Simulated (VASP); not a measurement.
Here is a VASP 6.6.1 calculation.

The input POSCAR:

```
MgTe
1.0
    4.3945302200      0.0000000000      0.0000000000
   -2.1972651100      3.8057748082      0.0000000000
    0.0000000000      0.0000000000      7.1568856891
Mg Te
2 2
Direct
    0.3333333333      0.6666666667     -0.0006080519
    0.6666666667      0.3333333333      0.4993919481
    0.3333333333      0.6666666667      0.3756080519
    0.6666666667      0.3333333333      0.8756080519
```

Contents of INCAR.step1:

```
SYSTEM = MgTe
  PREC = Accurate
  ENCUT = 520
  EDIFF = 1E-5
  ISMEAR = 0
  SIGMA = 0.01
  LREAL = .FALSE.
  LASPH = .TRUE.
  NELM = 120
  ALGO = Normal
  ISIF = 2
  LWAVE = .TRUE.
  LCHARG = .FALSE.
  NBANDS = 16
  GGA = PE
  GGA_COMPAT = .FALSE.
```

Contents of INCAR.step2:

```
SYSTEM = MgTe
  PREC = Accurate
  ENCUT = 520
  EDIFF = 1E-6
  ISMEAR = 0
  SIGMA = 0.01
  LREAL = .FALSE.
  LASPH = .TRUE.
  NELM = 120
  ALGO = Normal
  ISIF = 2
  LWAVE = .FALSE.
  LCHARG = .FALSE.
  GGA = PE
  LHFCALC = .TRUE.
  HFSCREEN = 0.2079
  PRECFOCK = Normal
  NBANDS = 16
  ISTART = 1
  GGA_COMPAT = .FALSE.
```

File KPOINTS:

```
regular mesh
0
G
  6 6 2
  0 0 0
```

Potentials or basis: VASP PAW PBE potentials, release 64 (Mg, Te).

Launch:

```sh
$ cat potpaw_PBE.64/Mg/POTCAR potpaw_PBE.64/Te/POTCAR > POTCAR
$ cp INCAR.step1 INCAR
$ mpirun -np 1 vasp_std > vasp.out
$ cp INCAR.step2 INCAR
$ mpirun -np 1 vasp_std > vasp.out
```

**Question.** What does it give for the band gap on the k mesh?

**Answer.** 3.81 eV.

**Question.** Predict the pressure.

**Answer.** 5.5 GPa.

Forces in eV/Å, atoms in the order of the input:
```
Mg   0.000  0.000 -0.002
Mg   0.000  0.000 -0.002
Te   0.000  0.000  0.002
Te   0.000  0.000  0.002
```

Caveat: the k points lie up to 0.44 Å⁻¹ apart; the cell differs from its parent crystal (strain -4.0%); the PAW data sets were made with another functional, which shifts forces and pressure a little; spin-orbit coupling is left out, which moves the levels of the heavy elements. A k mesh can miss the band edges.
